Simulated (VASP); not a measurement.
Wanted: the native input for a VASP 6.6.1 run.

```
Task                   : single point
Functional             : PBEsol
Potentials or basis    : VASP PAW PBE potentials, release 64 (Mg, O)
Cutoff                 : 520 eV
k mesh                 : 10 × 10 × 10
Occupations            : gaussian, width 0.01 eV
Spin                   : no spin polarisation
Dipole correction      : no
Further INCAR settings : ALGO = Normal; EDIFF = 1e-06; NBANDS = 11
```

The structure of MgO lies in POSCAR:

```
MgO
1.0
    0.0000000000      2.0609338809      2.0609338809
    2.0609338809      0.0000000000      2.0609338809
    2.0609338809      2.0609338809      0.0000000000
Mg O
1 1
Direct
    0.0000000000      0.0000000000      0.0000000000
    0.5000000000      0.5000000000      0.5000000000
```

One way to write it, as run:

INCAR

```
SYSTEM = MgO
ALGO = Normal ; EDIFF = 1E-6
ENCUT = 520 ; GGA = PS
ISIF = 2 ; ISMEAR = 0
LASPH = .TRUE. ; LCHARG = .FALSE.
LREAL = .FALSE. ; LWAVE = .FALSE.
NBANDS = 11 ; NELM = 100
PREC = Accurate ; SIGMA = 0.01
```

KPOINTS

```
k-points
0
G
  10 10 10
  0 0 0
```

Potentials or basis: VASP PAW PBE potentials, release 64 (Mg, O).

Launch:

```console
$ cat potpaw_PBE.64/Mg/POTCAR potpaw_PBE.64/O/POTCAR > POTCAR
$ mpirun -np 1 vasp_std > vasp.out
```

Results of the run:

```
Pressure               : 11.6 GPa
Band gap on the k mesh : 5.29 eV, direct
```

Caveat: the PAW data sets were made with another functional, which shifts forces and pressure a little.

Wall time 20 s on 1 thread of AMD EPYC 7R13 (shared host), peak memory 0.11 GiB.
